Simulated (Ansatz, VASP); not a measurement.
Si in VASP and in Ansatz

```
CELL_PARAMETERS angstrom
0.00000 2.80378 2.80378
2.80378 0.00000 2.80378
2.80378 2.80378 0.00000
ATOMIC_POSITIONS crystal
Si 0.00000 0.00000 0.00000
Si 0.25000 0.25000 0.25000
```

Change from the starting cell: hydrostatic strain +3.0%.

Alike in both runs: task single point; functional HSE06; k mesh 6 × 6 × 6; no spin polarisation.

|  | VASP | Ansatz |
| --- | --- | --- |
| version | VASP 6.6.1 | Ansatz 0.2.0 |
| potentials or method | VASP PAW PBE potentials, release 64 (Si) | plane waves, PAW |
| plane-wave cutoff (eV) | 520 | 420 |
| occupations | gaussian, width 0.01 eV | fixed |
| valence electrons in the cell | 8 | 8 |

VASP gave:

- gap on the k mesh at the Fermi level (eV): 1.43
- pressure (GPa): -7.6

Problem. What did Ansatz give for the same quantities?

Solution. gap on the k mesh at the Fermi level (eV): 1.42; pressure (GPa): -7.4.

Ansatz's warnings: stress exchange threshold loose, stress scf threshold loose.
